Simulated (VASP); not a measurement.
Crystal: MoN2.

```
CELL_PARAMETERS angstrom
4.34805 0.00000 0.00000
0.00000 4.34805 0.00000
0.00000 0.00000 2.76746
ATOMIC_POSITIONS crystal
Mo 0.00000 0.00000 0.00000
Mo 0.50000 0.50000 0.00000
N 0.61165 0.88835 0.50000
N 0.38835 0.11165 0.50000
N 0.11165 0.61165 0.50000
N 0.88835 0.38835 0.50000
```

| Property | Result |
| --- | --- |
| Program | VASP 6.6.1 |
| Task | relaxation of cell and atoms |
| Functional | LDA |
| Potentials or basis | VASP PAW LDA potentials, release 64 (Mo_sv, N) |
| Cutoff | 600 eV |
| k mesh | 6 × 6 × 10 |
| Occupations | fermi-dirac, width 0.05 eV |
| Spin | no spin polarisation |

At the start: pressure -19.7 GPa; volume 8.72 Å³/atom.

Task: Where does the relaxation end?

Result: Over 9 steps the energy falls by 31.6 meV/atom and the volume is 8.23 Å³/atom (-5.6 %); space group P4/mbm (No. 127, to 0.1 Å) before and after.

The path:
```
step  energy change (eV)  largest force (eV/Å)  pressure (GPa)  volume (Å³)
   1              0.0000                0.0294          -19.71        52.32
   2              0.5582                1.6424           52.95        44.61
   3             -0.1816                0.4689           -0.79        49.61
   4             -0.1818                0.4852           -0.13        49.53
   5             -0.1714                0.6744            0.55        49.20
   6             -0.1897                0.0036            0.00        49.40
   7             -0.1897                0.0057            0.01        49.40
   8             -0.1897                0.0107            0.01        49.40
   9             -0.1897                0.0059            0.01        49.40
```

Final structure:
```xyz
6
Lattice="4.2691 0.0000 0.0000 0.0000 4.2691 0.0000 0.0000 0.0000 2.7105" Properties=species:S:1:pos:R:3 pbc="T T T"
Mo    0.0000    0.0000    2.7105
Mo    2.1345    2.1345    2.7105
N     2.6164    3.7872    1.3552
N     1.6527    0.4819    1.3552
N     0.4819    2.6164    1.3552
N     3.7872    1.6527    1.3552
```
